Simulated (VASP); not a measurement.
# ScBPt3 in VASP: a series of runs

ScBPt3 is run at these levels: PBE; tasks: single point.

Everything below comes from runs of VASP 6.6.1. Logs are shortened: lines on timing, memory, paths and dates and some standing lists are left out, and cuts for length are marked.

**1. The cell of the first run**

The structure is cubic, space group Pm-3m (No. 221). Conventional cell: a = 4.262 Å, b = 4.262 Å, c = 4.262 Å, α = 90.00°, β = 90.00°, γ = 90.00°. Pt (site symmetry 4/mmm) has 2 B at 2.13 Å within 2.8 Å. Within 4.0 Å of Sc (site symmetry m-3m) lie 12 Pt at 3.01 Å and 8 B at 3.69 Å. Within 2.8 Å of B (site symmetry m-3m) lie 6 Pt at 2.13 Å.

**2. Single point, PBE**

File INCAR:

```
SYSTEM = ScBPt3
ALGO = Normal ; EDIFF = 1E-7
ENCUT = 520 ; GGA = PE
ISIF = 2 ; ISMEAR = -1
LASPH = .True. ; LCHARG = .True.
LELF = .True. ; LREAL = .False.
LVHAR = .True. ; LWAVE = .False.
NBANDS = 30 ; NELM = 60
PREC = Accurate ; SIGMA = 0.05
```

File KPOINTS:

```
k-points
0
Gamma
  6 6 6
  0 0 0
```

File POSCAR:

```
ScBPt3
1.0
    4.2621560000      0.0000000000      0.0000000000
    0.0000000000      4.2621560000      0.0000000000
    0.0000000000      0.0000000000      4.2621560000
Pt Sc B
3 1 1
Direct
    0.5000000000      0.0000000000      0.5000000000
    0.5000000000      0.5000000000      0.0000000000
    0.0000000000      0.5000000000      0.5000000000
    0.0000000000      0.0000000000      0.0000000000
    0.5000000000      0.5000000000      0.5000000000
```

Potentials or basis: VASP PAW PBE potentials, release 64 (Pt, Sc_sv, B).

Run with:

```console
$ cat potpaw_PBE.64/Pt/POTCAR potpaw_PBE.64/Sc_sv/POTCAR potpaw_PBE.64/B/POTCAR > POTCAR
$ mpirun -np 1 vasp_std > vasp.out
```

OUTCAR:

```text
SYSTEM = ScBPt3
   EDIFF = 1E-7
   ENCUT = 520
   GGA = PE
   ISIF = 2
   ISMEAR = -1
   LASPH = .True.
   LREAL = .False.
   NELM = 60
   PREC = Accurate

 ion  position               nearest neighbor table
   1  0.500  0.000  0.500-   5 2.13   5 2.13   4 3.01   2 3.01   2 3.01   4 3.01   2 3.01   3 3.01
                             3 3.01   2 3.01   3 3.01   4 3.01   4 3.01   3 3.01
   2  0.500  0.500  0.000-   5 2.13   5 2.13   4 3.01   1 3.01   1 3.01   3 3.01   3 3.01   1 3.01
                             4 3.01   1 3.01   3 3.01   4 3.01   3 3.01   4 3.01
   3  0.000  0.500  0.500-   5 2.13   5 2.13   4 3.01   1 3.01   2 3.01   4 3.01   1 3.01   4 3.01
                             4 3.01   1 3.01   2 3.01   2 3.01   2 3.01   1 3.01
   4  0.000  0.000  0.000-   1 3.01   2 3.01   3 3.01   1 3.01   3 3.01   2 3.01   3 3.01   3 3.01
                             1 3.01   2 3.01   1 3.01   2 3.01
   5  0.500  0.500  0.500-   1 2.13   2 2.13   3 2.13   2 2.13   1 2.13   3 2.13

  LATTYP: Found a simple cubic cell.
 ALAT       =     4.2621560000

  Lattice vectors:

 A1 = (   4.2621560000,   0.0000000000,   0.0000000000)
 A2 = (   0.0000000000,   4.2621560000,   0.0000000000)
 A3 = (   0.0000000000,   0.0000000000,   4.2621560000)

Analysis of symmetry for initial positions (statically):
=====================================================================
 Subroutine PRICEL returns:
 Original cell was already a primitive cell.

 Routine SETGRP: Setting up the symmetry group for a
 simple cubic supercell.

 Subroutine GETGRP returns: Found 48 space group operations
 (whereof 48 operations were pure point group operations)
 out of a pool of 48 trial point group operations.

The static configuration has the point symmetry O_h .

Analysis of symmetry for dynamics (positions and initial velocities):
=====================================================================
 Subroutine PRICEL returns:
 Original cell was already a primitive cell.

 Routine SETGRP: Setting up the symmetry group for a
 simple cubic supercell.

 Subroutine GETGRP returns: Found 48 space group operations
 (whereof 48 operations were pure point group operations)
 out of a pool of 48 trial point group operations.

The dynamic configuration has the point symmetry O_h .

 Subroutine INISYM returns: Found 48 space group operations
 (whereof 48 operations are pure point group operations),
 and found     1 'primitive' translations

[... 96 lines left out ...]
   LREAL  =      F    real-space projection
   EDIFFG = 0.1E-05   stopping-criterion for IOM
   NSW    =      0    number of steps for IOM
   IBRION =     -1    ionic relax: 0-MD 1-quasi-New 2-CG
   NFREE  =      0    steps in history (QN), initial steepest desc. (CG)
   ISIF   =      2    stress and relaxation
   ISYM   =      2    0-nonsym 1-usesym 2-fastsym
   POTIM  = 0.5000    time-step for ionic-motion
   TEBEG  =    0.0;   TEEND  =   0.0 temperature during run
   PSTRESS=    0.0 pullay stress
   NELECT =      44.0000    total number of electrons
   NUPDOWN=      -1.0000    fix difference up-down
   EMIN   =  10.00;   EMAX   =-10.00  energy-range for DOS
   EFERMI =   0.00;   METHOD = LEGACY
   ISMEAR =    -1;   SIGMA  =   0.05  broadening in eV -4-tet -1-fermi 0-gaus
   EFERMI_NEDOS =   21; number of points for ismear=-14 and -15
   IALGO  =     38    algorithm
   IMIX   =      4    mixing-type and parameters
     AMIX     =   0.40;   BMIX     =  1.00
     AMIX_MAG =   1.60;   BMIX_MAG =  1.00
  volume/ion in A,a.u.               =      15.49       104.50
  Fermi-wavevector in a.u.,A,eV,Ry     =   1.356010  2.562488 25.017909  1.838764
  Thomas-Fermi vector in A             =   2.483050
   LORBIT       =      0    0 simple, 1 ext, 2 COOP (PROOUT), +10 PAW based schemes
   GGA     = PE    functional components
   LHFCALC =     F    Hartree Fock is set to
   AEXX    =    0.0000 exact exchange contribution
   IVDW    =     0    specifies the selected vdW correction
   LEPSILON=     F    determine dielectric tensor
   LRPA    =     F    only Hartree local field effects (RPA)
 non-spin polarized calculation
  energy-cutoff  :      520.00
  volume of cell :       77.43
 maximum number of plane-waves:      2176
 NGX is ok and might be reduce to    32
   NGX = 15   NGY = 15   NGZ = 15

 number of electron      44.0000014 magnetization

 Free energy of the ion-electron system (eV)
  ---------------------------------------------------
  ext. energy  EPLUGINS =         0.00000000
  ---------------------------------------------------
  free energy    TOTEN  =       -34.46581264 eV

  energy without entropy =      -34.44381283  energy(sigma->0) =      -34.45481273

 E-fermi :   8.7391     XC(G=0): -12.1652

 val. band max:        8.7349745459   @ k =   0.3333   0.1667   0.1667
 cond. band min:       8.9064044177   @ k =   0.5000   0.1667   0.1667
 fundamental gap:      0.1714298718
 Fermi energy:         8.7390655756

 k-point     1 :       0.0000    0.0000    0.0000
  band No.  band energies     occupation
      1     -42.0600      2.00000
      2     -20.6288      2.00000
      3     -20.6288      2.00000
      4     -20.6288      2.00000
      5      -3.2799      2.00000
      6       1.6836      2.00000
[... 649 lines left out ...]
     29      12.2335      0.00000
     30      12.2335      0.00000

------------------------ aborting loop because EDIFF is reached ----------------------------------------

  FORCE on cell =-STRESS in cart. coord.  units (eV):
  Direction    XX          YY          ZZ          XY          YZ          ZX
  --------------------------------------------------------------------------------------
  -------------------------------------------------------------------------------------
  Total       -0.4807814     -0.4807814     -0.4807814     -0.0000000     -0.0000000     -0.0000000
  in kB       -9.9487881     -9.9487881     -9.9487881     -0.0000000     -0.0000000     -0.0000000
  external PRESSURE =      -9.9487881 kB  Pullay stress =       0.0000000 kB

 VOLUME and BASIS-vectors are now :
 -----------------------------------------------------------------------------
  energy-cutoff  :      520.00
  volume of cell :       77.43
      direct lattice vectors                 reciprocal lattice vectors
     4.262156000  0.000000000  0.000000000     0.234623041  0.000000000  0.000000000
     0.000000000  4.262156000  0.000000000     0.000000000  0.234623041  0.000000000
     0.000000000  0.000000000  4.262156000     0.000000000  0.000000000  0.234623041

 POSITION                                       TOTAL-FORCE (eV/Angst)
 -----------------------------------------------------------------------------------
      2.13108      0.00000      2.13108         0.000000      0.000000      0.000000
      2.13108      2.13108      0.00000         0.000000      0.000000      0.000000
      0.00000      2.13108      2.13108         0.000000      0.000000      0.000000
      0.00000      0.00000      0.00000         0.000000      0.000000      0.000000
      2.13108      2.13108      2.13108         0.000000      0.000000      0.000000
 -----------------------------------------------------------------------------------
    total drift:                                0.000000     -0.000000     -0.000000

  FREE ENERGIE OF THE ION-ELECTRON SYSTEM (eV)
  ---------------------------------------------------
  free  energy   TOTEN  =       -34.4658126399 eV

  energy  without entropy=      -34.4438128254  energy(sigma->0) =      -34.45481273
```

OSZICAR:

```text
N       E                     dE             d eps       ncg     rms          rms(c)
DAV:   1     0.386771347800E+03    0.38677E+03   -0.20128E+04  1200   0.149E+03
DAV:   2     0.499160096182E+00   -0.38627E+03   -0.37147E+03  1206   0.407E+02
DAV:   3    -0.364348645319E+02   -0.36934E+02   -0.33878E+02  1834   0.105E+02
DAV:   4    -0.381669947211E+02   -0.17321E+01   -0.16938E+01  1806   0.253E+01
DAV:   5    -0.381818551919E+02   -0.14860E-01   -0.14850E-01  1396   0.217E+00    0.226E+01
DAV:   6    -0.347072431339E+02    0.34746E+01   -0.91243E+00  1770   0.224E+01    0.835E+00
DAV:   7    -0.345178556583E+02    0.18939E+00   -0.89551E-01  1778   0.691E+00    0.422E+00
DAV:   8    -0.344793778296E+02    0.38478E-01   -0.20661E-01  1730   0.307E+00    0.132E+00
DAV:   9    -0.344675451029E+02    0.11833E-01   -0.45858E-02  1778   0.202E+00    0.466E-01
DAV:  10    -0.344661563155E+02    0.13888E-02   -0.10282E-02  1732   0.736E-01    0.221E-01
DAV:  11    -0.344658323430E+02    0.32397E-03   -0.17484E-03  1788   0.349E-01    0.457E-02
DAV:  12    -0.344658191503E+02    0.13193E-04   -0.20526E-04  1752   0.160E-01    0.198E-02
DAV:  13    -0.344658131840E+02    0.59664E-05   -0.26714E-05  1738   0.586E-02    0.421E-03
DAV:  14    -0.344658127702E+02    0.41378E-06   -0.11154E-06  1770   0.997E-03    0.181E-03
DAV:  15    -0.344658126226E+02    0.14756E-06   -0.89488E-08   864   0.188E-03    0.306E-04
DAV:  16    -0.344658126399E+02   -0.17238E-07   -0.94256E-09   720   0.111E-03
   1 F= -.34465813E+02 E0= -.34454813E+02  d E =-.219998E-01
```

stdout:

```text
POSCAR found type information on POSCAR PtScB
 POSCAR found :  3 types and       5 ions
 scaLAPACK will be used
 LDA part: xc-table for (Slater+PW92), standard interpolation
 POSCAR, INCAR and KPOINTS ok, starting setup
 FFT: planning ... GRIDC
 FFT: planning ... GRID_SOFT
 FFT: planning ... GRID
 WAVECAR not read
 entering main loop
```

Run time: 33 s. Hardware: 1 thread of Intel Xeon Platinum 8375C at 2.90GHz (Ice Lake), shared host; peak memory 0.2 GiB.

What came out:

- Free energy: -34.4658 eV
- Pressure: -1.0 GPa
- Band gap on the k mesh: zero (bands 22 and 23 overlap by 1.32 eV)

Caveat: spin-orbit coupling is left out, which moves the levels of the heavy elements.

**3. Single point, PBE (atoms moved at random)**

File INCAR:

```
ALGO = Fast
EDIFF = 1E-6
ENCUT = 520
GGA = PE
ISIF = 2
ISMEAR = -1
LASPH = T
LCHARG = F
LREAL = F
LWAVE = F
NBANDS = 30
NELM = 80
PREC = Accurate
SIGMA = 0.05
```

File KPOINTS:

```
k-points
0
Gamma
  6 6 6
```

File POSCAR:

```
ScBPt3
1.0
    4.2621560000      0.0000000000      0.0000000000
    0.0000000000      4.2621560000      0.0000000000
    0.0000000000      0.0000000000      4.2621560000
Pt Sc B
3 1 1
Direct
    0.5016300000      0.0020620000      0.4848900000
    0.5100970000      0.5009330000     -0.0081150000
    0.0092370000      0.4919960000      0.5097540000
    0.0141180000      0.0075640000      0.0006690000
    0.4921680000      0.5091550000      0.5097900000
```

Potentials or basis: VASP PAW PBE potentials, release 64 (Pt, Sc_sv, B).

Run with:

```console
$ cat potpaw_PBE.64/Pt/POTCAR potpaw_PBE.64/Sc_sv/POTCAR potpaw_PBE.64/B/POTCAR > POTCAR
$ mpirun -np 1 vasp_std > vasp.out
```

It took 2.8 min on 1 thread of Intel Xeon Platinum 8375C at 2.90GHz (Ice Lake), shared host; peak memory 0.37 GiB.

It converged, with:

```yaml
Free_energy: -34.4138 eV
Pressure: -0.3 GPa
Largest_force: 0.984 eV/Å
Band_gap_on_the_k_mesh: zero (bands 22 and 23 overlap by 1.32 eV)
```

Forces in eV/Å, atoms in the order of the input:
```
Pt   0.107  0.277 -0.217
Pt   0.195  0.019  0.931
Pt  -0.866 -0.076 -0.001
Sc  -0.110 -0.085 -0.009
B    0.674 -0.136 -0.704
```

Stress tensor (GPa, compression positive):
```
-0.14  0.21  0.20
 0.21 -0.80 -0.30
 0.20 -0.30 -0.06
```

Levels at points of the mesh, in eV from the Fermi level:
```
           k point  band 18  band 19  band 20  band 21  band 22  band 23  band 24  band 25  band 26  band 27
(0.00, 0.00, 0.00)    -2.11    -1.99    -1.06    -1.05    -1.04    -1.02     1.32     1.33     2.36     2.36
(0.50, 0.00, 0.00)    -2.65    -2.62    -2.21    -1.04     0.29     0.31     1.17     1.35     1.59     1.65
(0.00, 0.50, 0.00)    -2.66    -2.65    -2.24    -1.06     0.26     0.32     1.17     1.34     1.53     1.61
(0.00, 0.00, 0.50)    -2.68    -2.67    -2.26    -1.05     0.30     0.32     1.18     1.35     1.57     1.65
(0.50, 0.50, 0.00)    -2.81    -2.56    -2.29    -1.64    -0.34    -0.31     0.92     0.93     1.39     1.75
(0.00, 0.50, 0.50)    -2.79    -2.52    -2.25    -1.66    -0.32    -0.30     0.90     0.92     1.38     1.73
(0.50, 0.00, 0.50)    -2.80    -2.54    -2.25    -1.67    -0.32    -0.30     0.90     0.92     1.39     1.80
(0.50, 0.50, 0.50)    -1.25    -1.24    -1.23    -0.68    -0.65    -0.65     0.22     0.24     0.26     2.05
```

Caveat: the cell differs from its parent crystal (atoms moved at random); spin-orbit coupling is left out, which moves the levels of the heavy elements.
